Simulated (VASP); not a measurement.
# SiC (P6_3mc) in VASP: notebook, part 2 of 2

VASP 6.6.1.

## 5. Relaxation of the atoms, PBE (volume 10.503 Å^3 an atom, c/a of the conventional cell 1.5145)

File INCAR:

```
PREC = Accurate ; ENCUT = 520
EDIFF = 1E-6 ; ISMEAR = 0
SIGMA = 0.05 ; LREAL = F
LASPH = T ; NELM = 80
ALGO = Normal ; ISIF = 2
LWAVE = F ; LCHARG = F
GGA = PE ; IBRION = 2
NSW = 50 ; EDIFFG = -0.01
```

File KPOINTS:

```
Automatic mesh
0
Gamma
  12 12 6
```

File POSCAR:

```
SiC
1.0
    3.1758056455      0.0000000000      0.0000000000
   -1.5879028227      2.7503283665      0.0000000000
    0.0000000000      0.0000000000      4.8097576501
Si C
2 2
Direct
    0.3333333333      0.6666666667      0.0045639005
    0.6666666667      0.3333333333      0.5045639005
    0.3333333333      0.6666666667      0.3804360995
    0.6666666667      0.3333333333      0.8804360995
```

Potentials or basis: VASP PAW PBE potentials, release 64 (Si, C).

On the command line:

```bash
cat potpaw_PBE.64/Si/POTCAR potpaw_PBE.64/C/POTCAR > POTCAR
mpirun -np 1 vasp_std > vasp.out
```

OUTCAR:

```text
PREC = Accurate
   ENCUT = 520
   EDIFF = 1E-6
   ISMEAR = 0
   LREAL = F
   LASPH = T
   NELM = 80
   ISIF = 2
   GGA = PE
   IBRION = 2
   NSW = 50
   EDIFFG = -0.01

 ion  position               nearest neighbor table
   1  0.333  0.667  0.005-   3 1.81   4 1.93   4 1.93   4 1.93   2 3.02   2 3.02   2 3.02   2 3.02
                             2 3.02   2 3.02
   2  0.667  0.333  0.505-   4 1.81   3 1.93   3 1.93   3 1.93   1 3.02   1 3.02   1 3.02   1 3.02
                             1 3.02   1 3.02
   3  0.333  0.667  0.380-   1 1.81   2 1.93   2 1.93   2 1.93
   4  0.667  0.333  0.880-   2 1.81   1 1.93   1 1.93   1 1.93

  LATTYP: Found a hexagonal cell.
 ALAT       =     3.1758056455
 C/A-ratio  =     1.5145000000

  Lattice vectors:

 A1 = (   3.1758056455,   0.0000000000,   0.0000000000)
 A2 = (  -1.5879028227,   2.7503283665,   0.0000000000)
 A3 = (   0.0000000000,   0.0000000000,   4.8097576501)

Analysis of symmetry for initial positions (statically):
=====================================================================
 Subroutine PRICEL returns:
 Original cell was already a primitive cell.

 Routine SETGRP: Setting up the symmetry group for a
 hexagonal supercell.

 Subroutine GETGRP returns: Found 12 space group operations
 (whereof  6 operations were pure point group operations)
 out of a pool of 24 trial point group operations.

The static configuration has the point symmetry C_3v.
 The point group associated with its full space group is C_6v.
[... 242 lines left out ...]
--------------------------------------- Ionic step        3  -------------------------------------------

 number of electron      16.0000002 magnetization

 Free energy of the ion-electron system (eV)
  ---------------------------------------------------
  ext. energy  EPLUGINS =         0.00000000
  ---------------------------------------------------
  free energy    TOTEN  =       -29.84488030 eV

  energy without entropy =      -29.84488030  energy(sigma->0) =      -29.84488030

 E-fermi :   8.7469     XC(G=0): -11.2758

 val. band max:        8.4907180842   @ k =   0.0000   0.0000   0.0000
 cond. band min:      10.1951717098   @ k =   0.5000  -0.0000   0.0000
 fundamental gap:      1.7044536256
 Fermi energy:         8.7468501063

 k-point     1 :       0.0000    0.0000    0.0000
  band No.  band energies     occupation
      1      -7.3695      2.00000
      2      -3.2457      2.00000
      3      -0.2237      2.00000
      4       6.2259      2.00000
      5       6.2259      2.00000
      6       7.9317      2.00000
      7       7.9317      2.00000
      8       8.4907      2.00000
      9      11.4719      0.00000
     10      14.0319      0.00000
     11      14.0319      0.00000
     12      14.3067      0.00000
[... 331 lines left out ...]
 k-point    24 :       0.3333    0.0000    0.1667
  band No.  band energies     occupation
      1      -5.5172      2.00000
      2      -2.6580      2.00000
      3       0.6865      2.00000
      4       2.7249      2.00000
      5       3.4291      2.00000
      6       4.8113      2.00000
      7       6.7532      2.00000
      8       6.9495      2.00000
      9      10.9155      0.00000
     10      12.8593      0.00000
     11      15.2330      0.00000
     12      15.7429      0.00000

 [... further k-points ...]
[... 5 lines left out ...]
  --------------------------------------------------------------------------------------
  -------------------------------------------------------------------------------------
  Total       -3.2041694     -3.2041694      6.4646611     -0.0000000      0.0000000      0.0000000
  in kB     -122.1980837   -122.1980837    246.5441400     -0.0000000      0.0000000      0.0000000
  external PRESSURE =       0.7159909 kB  Pullay stress =       0.0000000 kB
[... 19 lines left out ...]
  FREE ENERGIE OF THE ION-ELECTRON SYSTEM (eV)
  ---------------------------------------------------
  free  energy   TOTEN  =       -29.8448803034 eV

  energy  without entropy=      -29.8448803034  energy(sigma->0) =      -29.84488030

 reached required accuracy - stopping structural energy minimisation
```

OSZICAR:

```text
N       E                     dE             d eps       ncg     rms          rms(c)
DAV:   1     0.380160712118E+02    0.38016E+02   -0.74262E+03  1824   0.119E+03
DAV:   2    -0.304518684151E+02   -0.68468E+02   -0.62438E+02  2736   0.192E+02
DAV:   3    -0.335270147355E+02   -0.30751E+01   -0.30569E+01  2400   0.406E+01
[... 22 lines left out ...]
DAV:   2    -0.298468800182E+02   -0.15403E-02   -0.54558E-02  2368   0.197E+00    0.268E-01
DAV:   3    -0.298448347180E+02    0.20453E-02   -0.35981E-03  2184   0.575E-01    0.785E-02
DAV:   4    -0.298448795209E+02   -0.44803E-04   -0.12891E-03  2296   0.258E-01    0.439E-02
DAV:   5    -0.298448784022E+02    0.11187E-05   -0.51311E-05  2112   0.647E-02    0.244E-02
DAV:   6    -0.298448807140E+02   -0.23119E-05   -0.37143E-06  2136   0.183E-02    0.316E-03
DAV:   7    -0.298448803034E+02    0.41067E-06   -0.10620E-06  1160   0.973E-03
   3 F= -.29844880E+02 E0= -.29844880E+02  d E =-.509278E-01
```

It took 59 s on 1 thread of Intel Xeon Platinum 8259CL at 2.50GHz (Skylake/Cascade Lake), shared host; peak memory 0.17 GiB.

Results:

```yaml
Free_energy: -29.8449 eV
Energy_gained_by_relaxing: 12.7 meV/atom
Ionic_steps: 3
Pressure_after_relaxing: 0.1 GPa
Band_gap_on_the_k_mesh: 1.70 eV, indirect (least direct gap 2.98 eV)
```

Stress tensor (GPa, compression positive):
```
-12.22   0.00   0.00
  0.00 -12.22   0.00
  0.00   0.00  24.65
```

The path:
| step | energy change (eV) | largest force (eV/Å) | pressure (GPa) |
| --- | --- | --- | --- |
| 1 | 0.0000 | 1.0654 | 1.60 |
| 2 | -0.0023 | 0.8747 | -0.94 |
| 3 | -0.0509 | 0.0001 | 0.07 |

Final structure:
```
CELL_PARAMETERS angstrom
3.17581 0.00000 0.00000
-1.58790 2.75033 0.00000
0.00000 0.00000 4.80976
ATOMIC_POSITIONS crystal
Si 0.33333 0.66667 0.99939
Si 0.66667 0.33333 0.49939
C 0.33333 0.66667 0.38561
C 0.66667 0.33333 0.88561
```

 A k mesh can miss the band edges.

## 6. Overview

```tsv
cell	gap on the mesh (eV)	pressure (GPa)
atoms relaxed from a = 3.048, b = 3.048, c = 4.805 Å, angles 90.0, 90.0, 120.0°, 4 atoms	2.17	20.7
atoms relaxed from a = 2.967, b = 2.967, c = 5.068 Å, angles 90.0, 90.0, 120.0°, 4 atoms	1.77	21.1
atoms relaxed from a = 3.011, b = 3.011, c = 5.352 Å, angles 90.0, 90.0, 120.0°, 4 atoms	1.75	1.1
atoms relaxed from a = 3.176, b = 3.176, c = 4.810 Å, angles 90.0, 90.0, 120.0°, 4 atoms	1.70	0.1
```

Alike in all rows: task relaxation of the atoms; level PBE; potentials or basis VASP PAW PBE potentials, release 64 (Si, C); no spin polarisation; k mesh 12 × 12 × 6; cutoff (eV) 520; smearing gaussian 0.05 eV.

Total energies depend on the potentials used, so only differences within one code and one set of settings carry meaning.
